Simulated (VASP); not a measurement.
# CuI (Marshite) (F-43m) in VASP: further runs, part 2 of 2

VASP 6.6.1. The steps go on from the part before.

### Step 3. Relaxation of cell and atoms, LDA, target pressure -2 GPa, at which the enthalpy is minimised

File INCAR:

```
SYSTEM = CuI
PREC = Accurate ; ENCUT = 600
EDIFF = 1E-7 ; ISMEAR = 0
SIGMA = 0.01 ; LREAL = .FALSE.
LASPH = .TRUE. ; NELM = 80
ALGO = Normal ; ISIF = 3
LWAVE = .FALSE. ; LCHARG = .FALSE.
GGA = CA ; IBRION = 2
NSW = 100 ; EDIFFG = -0.002
PSTRESS = -20.0
```

File KPOINTS:

```
Automatic mesh
0
G
  6 6 6
  0 0 0
```

File POSCAR:

```
CuI
1.0
    2.9309887319      2.9309887319      0.0000000000
   -2.9309887319      2.9309887319      0.0000000000
    0.0000000000      2.9309887319      2.9309887319
Cu I
1 1
Direct
    0.7500000000      0.2500000000      0.5000000000
    0.0000000000      0.0000000000      0.0000000000
```

Potentials or basis: VASP PAW LDA potentials, release 64 (Cu, I).

Started as:

```sh
cat potpaw_LDA.64/Cu/POTCAR potpaw_LDA.64/I/POTCAR > POTCAR
mpirun -np 1 vasp_std > vasp.out
```

OUTCAR:

```text
SYSTEM = CuI
   PREC = Accurate
   ENCUT = 600
   EDIFF = 1E-7
   ISMEAR = 0
   LREAL = .FALSE.
   LASPH = .TRUE.
   NELM = 80
   ISIF = 3
   GGA = CA
   IBRION = 2
   NSW = 100
   EDIFFG = -0.002
   PSTRESS = -20.0

 ion  position               nearest neighbor table
   1  0.750  0.250  0.500-   2 2.54   2 2.54   2 2.54   2 2.54
   2  0.000  0.000  0.000-   1 2.54   1 2.54   1 2.54   1 2.54

  LATTYP: Found a face centered cubic cell.
 ALAT       =     5.8619774638

  Lattice vectors:

 A1 = (   0.0000000000,   2.9309887319,   2.9309887319)
 A2 = (   2.9309887319,   0.0000000000,   2.9309887319)
 A3 = (   2.9309887319,   2.9309887319,   0.0000000000)

Analysis of symmetry for initial positions (statically):
=====================================================================
 Subroutine PRICEL returns:
 Original cell was already a primitive cell.

 Routine SETGRP: Setting up the symmetry group for a
 face centered cubic supercell.

 Subroutine GETGRP returns: Found 24 space group operations
 (whereof 24 operations were pure point group operations)
 out of a pool of 48 trial point group operations.

The static configuration has the point symmetry T_d .

Analysis of symmetry for dynamics (positions and initial velocities):
=====================================================================
 Subroutine PRICEL returns:
 Original cell was already a primitive cell.

 Routine SETGRP: Setting up the symmetry group for a
 face centered cubic supercell.

 Subroutine GETGRP returns: Found 24 space group operations
 (whereof 24 operations were pure point group operations)
 out of a pool of 48 trial point group operations.

The dynamic configuration has the point symmetry T_d .

 Subroutine INISYM returns: Found 24 space group operations
 (whereof 24 operations are pure point group operations),
 and found     1 'primitive' translations

----------------------------------------------------------------------------------------

                                     Primitive cell

  volume of cell :      50.3585

  direct lattice vectors                    reciprocal lattice vectors
     2.930988732  2.930988732  0.000000000     0.170590898  0.170590898 -0.170590898
    -2.930988732  2.930988732  0.000000000    -0.170590898  0.170590898 -0.170590898
     0.000000000  2.930988732  2.930988732     0.000000000  0.000000000  0.341181796

  length of vectors
     4.145044016  4.145044016  4.145044016     0.295472103  0.295472103  0.341181796

  position of ions in fractional coordinates (direct lattice)
     0.750000000  0.250000000  0.500000000
     0.000000000  0.000000000  0.000000000

  ion indices of the primitive-cell ions
   primitive index   ion index
                 1           1
                 2           2

----------------------------------------------------------------------------------------

 KPOINTS: Automatic mesh

Automatic generation of k-mesh.
 Grid dimensions read from file:
 generate k-points for:    6    6    6

 Generating k-lattice:

  Cartesian coordinates                     Fractional coordinates (reciprocal lattice)
     0.028431816  0.028431816 -0.028431816     0.166666667  0.000000000  0.000000000
    -0.028431816  0.028431816 -0.028431816     0.000000000  0.166666667  0.000000000
     0.000000000  0.000000000  0.056863633     0.000000000  0.000000000  0.166666667

  Length of vectors
     0.049245350  0.049245350  0.056863633

  Shift w.r.t. Gamma in fractional coordinates (k-lattice)
     0.000000000  0.000000000  0.000000000

 Subroutine IBZKPT returns following result:
 ===========================================

 Found     16 irreducible k-points:

 Following reciprocal coordinates:
            Coordinates               Weight
  0.000000  0.000000  0.000000      1.000000
  0.166667  0.000000  0.000000      8.000000
  0.333333  0.000000  0.000000      8.000000
  0.500000  0.000000  0.000000      4.000000
  0.166667  0.166667  0.000000     12.000000
  0.333333  0.166667  0.000000     24.000000
[... 8 lines left out ...]
  0.500000  0.333333  0.166667     24.000000
  0.500000  0.500000  0.166667     12.000000
   k-points           NKPTS =     16   k-points in BZ     NKDIM =     16   number of bands    NBANDS=     13
   number of dos      NEDOS =    301   number of ions     NIONS =      2
   total plane-waves  NPLWV =  46656
   dimension x,y,z NGX =    36 NGY =   36 NGZ =   36
   dimension x,y,z NGXF=    72 NGYF=   72 NGZF=   72
   ions per type =               1   1
   NGX,Y,Z   is equivalent  to a cutoff of  14.44, 14.44, 14.44 a.u.
   NGXF,Y,Z  is equivalent  to a cutoff of  28.88, 28.88, 28.88 a.u.
 SYSTEM =  CuI
   PREC   = accura    normal or accurate (medium, high low for compatibility)
   ISTART =      0    job   : 0-new  1-cont  2-samecut
   ICHARG =      2    charge: 1-file 2-atom 10-const
   ISPIN  =      1    spin polarized calculation?
   LNONCOLLINEAR =      F non collinear calculations
   LSORBIT =      F    spin-orbit coupling
   LASPH  =      T    aspherical Exc in radial PAW
   ENCUT  =  600.0 eV  44.10 Ry    6.64 a.u.   8.28  8.28  8.28*2*pi/ulx,y,z
   NELM   =     80;   NELMIN=  2; NELMDL= -5     # of ELM steps
   EDIFF  = 0.1E-06   stopping-criterion for ELM
   LREAL  =      F    real-space projection
   EDIFFG = -.2E-02   stopping-criterion for IOM
   NSW    =    100    number of steps for IOM
   IBRION =      2    ionic relax: 0-MD 1-quasi-New 2-CG
   NFREE  =      1    steps in history (QN), initial steepest desc. (CG)
   ISIF   =      3    stress and relaxation
   ISYM   =      2    0-nonsym 1-usesym 2-fastsym
   POTIM  = 0.5000    time-step for ionic-motion
   TEBEG  =    0.0;   TEEND  =   0.0 temperature during run
   PSTRESS=  -20.0 pullay stress
   NELECT =      18.0000    total number of electrons
   NUPDOWN=      -1.0000    fix difference up-down
   EMIN   =  10.00;   EMAX   =-10.00  energy-range for DOS
   EFERMI =   0.00;   METHOD = LEGACY
   ISMEAR =     0;   SIGMA  =   0.01  broadening in eV -4-tet -1-fermi 0-gaus
   EFERMI_NEDOS =   21; number of points for ismear=-14 and -15
   IALGO  =     38    algorithm
   IMIX   =      4    mixing-type and parameters
     AMIX     =   0.40;   BMIX     =  1.00
     AMIX_MAG =   1.60;   BMIX_MAG =  1.00
  volume/ion in A,a.u.               =      25.18       169.92
  Fermi-wavevector in a.u.,A,eV,Ry     =   1.161827  2.195535 18.365720  1.349842
  Thomas-Fermi vector in A             =   2.298395
   LORBIT       =      0    0 simple, 1 ext, 2 COOP (PROOUT), +10 PAW based schemes
   GGA     = CA    functional components
   LHFCALC =     F    Hartree Fock is set to
   AEXX    =    0.0000 exact exchange contribution
   IVDW    =     0    specifies the selected vdW correction
   LEPSILON=     F    determine dielectric tensor
   LRPA    =     F    only Hartree local field effects (RPA)
 conjugate gradient relaxation of ions
 non-spin polarized calculation
 Gauss-broadening in eV      SIGMA  =   0.01
  energy-cutoff  :      600.00
  volume of cell :       50.36
 maximum number of plane-waves:      1694
 NGX is ok and might be reduce to    36
   NGX = 17   NGY = 17   NGZ = 17

--------------------------------------- Ionic step        1  -------------------------------------------

 number of electron      18.0000004 magnetization

 Free energy of the ion-electron system (eV)
  ---------------------------------------------------
  ext. energy  EPLUGINS =         0.00000000
  ---------------------------------------------------
  free energy    TOTEN  =        -6.99291401 eV

  energy without entropy =       -6.99291401  energy(sigma->0) =       -6.99291401

 E-fermi :   5.3877     XC(G=0):  -9.7645

 val. band max:        5.3441114637   @ k =   0.0000   0.0000   0.0000
 cond. band min:       6.6282765252   @ k =   0.0000   0.0000   0.0000
 fundamental gap:      1.2841650615
 Fermi energy:         5.3877352163

 k-point     1 :       0.0000    0.0000    0.0000
  band No.  band energies     occupation
      1      -9.2183      2.00000
      2       1.2111      2.00000
      3       1.2111      2.00000
      4       1.2111      2.00000
      5       2.9633      2.00000
      6       2.9633      2.00000
      7       5.3441      2.00000
      8       5.3441      2.00000
      9       5.3441      2.00000
     10       6.6283      0.00000
     11      10.0930      0.00000
     12      10.0930      0.00000
     13      10.0930      0.00000
[... 387 lines left out ...]
  enthalpy is  TOTEN    =        -7.6354433066 eV   P V=       -0.6554143464

--------------------------------------- Ionic step        5  -------------------------------------------

 number of electron      17.9999991 magnetization

 Free energy of the ion-electron system (eV)
  ---------------------------------------------------
  ext. energy  EPLUGINS =         0.00000000
  ---------------------------------------------------
  free energy    TOTEN  =        -6.98002738 eV

  energy without entropy =       -6.98002738  energy(sigma->0) =       -6.98002738

 E-fermi :   4.9458     XC(G=0):  -9.5748

 val. band max:        4.8420144780   @ k =   0.0000   0.0000   0.0000
 cond. band min:       6.0009350229   @ k =   0.0000   0.0000   0.0000
 fundamental gap:      1.1589205448
 Fermi energy:         4.9457993459

 k-point     1 :       0.0000    0.0000    0.0000
  band No.  band energies     occupation
      1      -9.4694      2.00000
      2       0.9281      2.00000
      3       0.9281      2.00000
      4       0.9281      2.00000
      5       2.6624      2.00000
      6       2.6624      2.00000
      7       4.8420      2.00000
      8       4.8420      2.00000
      9       4.8420      2.00000
     10       6.0009      0.00000
     11       9.6426      0.00000
     12       9.6426      0.00000
     13       9.6426      0.00000
[... 267 lines left out ...]
  FREE ENERGIE OF THE ION-ELECTRON SYSTEM (eV)
  ---------------------------------------------------
  free  energy   TOTEN  =        -6.9800273844 eV

  energy  without entropy=       -6.9800273844  energy(sigma->0) =       -6.98002738

  enthalpy is  TOTEN    =        -7.6354433309 eV   P V=       -0.6554159464

 reached required accuracy - stopping structural energy minimisation
```

CONTCAR:

```text
CuI
   1.00000000000000
     2.9720483127840658    2.9720483127840658    0.0000000000000000
    -2.9720483127840658    2.9720483127840658   -0.0000000000000000
     0.0000000000000000    2.9720483127840658    2.9720483127840658
  Cu              I
     1     1
Direct
     0.7500000000000000    0.2500000000000000    0.5000000000000000
     0.0000000000000000    0.0000000000000000    0.0000000000000000

  0.00000000E+00  0.00000000E+00  0.00000000E+00
  0.00000000E+00  0.00000000E+00  0.00000000E+00
```

It took 33 s on 1 thread of AMD EPYC 9R45 (Zen 5), shared host; peak memory 0.15 GiB.

Results:

```yaml
Free_energy: -6.9800 eV
Relaxed_volume: 26.25 Å³/atom
Relaxed_cell: a = 4.203 Å, b = 4.203 Å, c = 4.203 Å, α = 60.00°, β = 60.00°, γ = 90.00°
Space_group_after_relaxing_to_0.05_Å: F-43m (No. 216)
Energy_change_on_relaxing_the_enthalpy_is_what_falls: +6.4 meV/atom
Ionic_steps: 5
Pressure_after_relaxing: -2.0 GPa
Band_gap_on_the_k_mesh: 1.16 eV, direct
```

The path:
| step | energy change (eV) | largest force (eV/Å) | pressure (GPa) | volume (Å³) |
| --- | --- | --- | --- | --- |
| 1 | 0.0000 | 0.0000 | 0.15 | 50.36 |
| 2 | 0.0177 | 0.0000 | -2.23 | 52.86 |
| 3 | 0.0135 | 0.0000 | -2.05 | 52.56 |
| 4 | 0.0129 | 0.0000 | -1.99 | 52.50 |
| 5 | 0.0129 | 0.0000 | -2.00 | 52.50 |

Final structure:
```
CELL_PARAMETERS angstrom
2.97205 2.97205 0.00000
-2.97205 2.97205 0.00000
0.00000 2.97205 2.97205
ATOMIC_POSITIONS crystal
Cu 0.75000 0.25000 0.50000
I 0.00000 0.00000 0.00000
```

Caveat: the cell is relaxed towards a set pressure, so the enthalpy falls and the energy may rise; spin-orbit coupling is left out, which moves the levels of the heavy elements.
